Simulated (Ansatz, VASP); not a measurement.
**PtC in VASP and in Ansatz**

File INCAR:

```
SYSTEM = PtC
ALGO     = Normal         ! electronic algorithm
EDIFF    = 1E-8           ! SCF threshold, eV
ENCUT    = 520            ! plane-wave cutoff, eV
GGA      = PE             ! functional
ISIF     = 2              ! what is computed and relaxed
ISMEAR   = -1             ! smearing method
LASPH    = .True.         ! aspherical terms in the spheres
LCHARG   = .False.        ! write CHGCAR
LEFG     = .True.       
LREAL    = .False.        ! projectors in reciprocal space
LWAVE    = .False.        ! write WAVECAR
NBANDS   = 14             ! bands
NELM     = 60             ! most SCF steps
PREC     = Accurate       ! precision mode
SIGMA    = 0.08           ! smearing width, eV
```

Contents of KPOINTS:

```
k-points
0
Gamma
  13 13 13
  0 0 0
```

Contents of POSCAR:

```
PtC
1.0
   -0.0353908484      2.3416944668      2.3416944668
    2.3416944668     -0.0353908484      2.3416944668
    2.3416944668      2.3416944668     -0.0353908484
Pt C
1 1
Direct
    0.0000000000      0.0000000000      0.0000000000
    0.2500000000      0.2500000000      0.2500000000
```

Input for Ansatz:

```yaml
crystal:
  lattice:
    - [-0.0353908484, 2.3416944668, 2.3416944668]
    - [2.3416944668, -0.0353908484, 2.3416944668]
    - [2.3416944668, 2.3416944668, -0.0353908484]
  atoms:
    - { symbol: Pt, position: [0.0, 0.0, 0.0] }
    - { symbol: C, position: [0.25, 0.25, 0.25] }
kpoints:
  mp_grid: { grid: [13, 13, 13] }
scf:
  occupations: { method: fermi_dirac, width: 0.08 }
hamiltonian:
  xc: pbe
  pseudopotentials: { kind: paw }
output:
  forces: true
  stress: true
  eigenvalues: true
  efg: { contact_densities: true }
```

Change from the starting cell: equal xy, yz and zx shear strains of -1.5 %, PAW files.

Alike in both runs: task electric field gradients; functional PBE; k mesh 13 × 13 × 13; occupations fermi-dirac, width 0.08 eV; no spin polarisation.

|  | VASP | Ansatz |
| --- | --- | --- |
| version | VASP 6.6.1 | Ansatz 0.2.0 |
| potentials or method | VASP PAW PBE potentials, release 64 (Pt, C) | PAW with Ansatz's default frozen-core files, scalar-relativistic |
| plane-wave cutoff (eV) | 520 | 420 |
| valence electrons in the cell | 14 | 22 |

```csv
,VASP,Ansatz,Ansatz less VASP
pressure (GPa),0.3,0.1,-0.19
"traceless stress, the component that is largest in VASP (GPa)",1.06,1.01,-0.050
rms of the force components (eV/Å),0.117,0.110,-0.0074
size of Vzz on the site where it differs most (V/Å²),8.9,30.8,+21.90
```

Atom by atom the forces differ by 0.007 eV/Å (rms over components). With one functional, cell and mesh, what is left measures potentials, basis and numerics. VASP's potentials hold 14 valence electrons a cell and Ansatz's 22, so a difference there can come from the potentials and not from the codes.

Neither program's run includes spin-orbit coupling.
